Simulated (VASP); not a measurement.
## Ag: single point with PBEsol

Ag:

```
CELL_PARAMETERS angstrom
-1.62254 1.62254 1.65565
1.62254 -1.62254 1.65565
1.62254 1.62254 -1.65565
ATOMIC_POSITIONS crystal
Ag 0.00000 0.00000 0.00000
```

```
Program             : VASP 6.6.1
Task                : single point
Functional          : PBEsol
Potentials or basis : VASP PAW PBE potentials, release 64 (Ag)
Cutoff              : 520 eV
k mesh              : 10 × 10 × 10
Occupations         : fermi-dirac, width 0.05 eV
Spin                : no spin polarisation
```

- Pressure: -4.0 GPa

Stress tensor (GPa, compression positive):
```
-4.56  0.00  0.00
 0.00 -4.56  0.00
 0.00  0.00 -2.93
```

Levels at points of the mesh, in eV from the Fermi level:
```
           k point  band 2  band 3  band 4  band 5  band 6  band 7  band 8  band 9  band 10  band 11
(0.00, 0.00, 0.00)   -4.90   -4.90   -4.81   -3.63   -3.52   17.57   17.91   17.91    23.40    23.96
(0.50, 0.00, 0.00)   -5.60   -3.68   -3.45   -2.60   -0.17    3.89   13.27   14.33    19.77    20.99
(0.50, 0.50, 0.00)   -5.70   -3.56   -3.42   -2.58   -0.06    4.08   12.95   13.88    19.43    20.50
(0.50, 0.50, 0.50)   -6.26   -2.85   -2.82   -2.82    6.34    6.92    6.92   12.30    13.21    13.46
```

Run time: 41 s on 1 thread of AMD EPYC 7R13, with other jobs on the host, peak memory 0.12 GiB.

Caveat: the PAW data sets were made with another functional, which shifts forces and pressure a little.
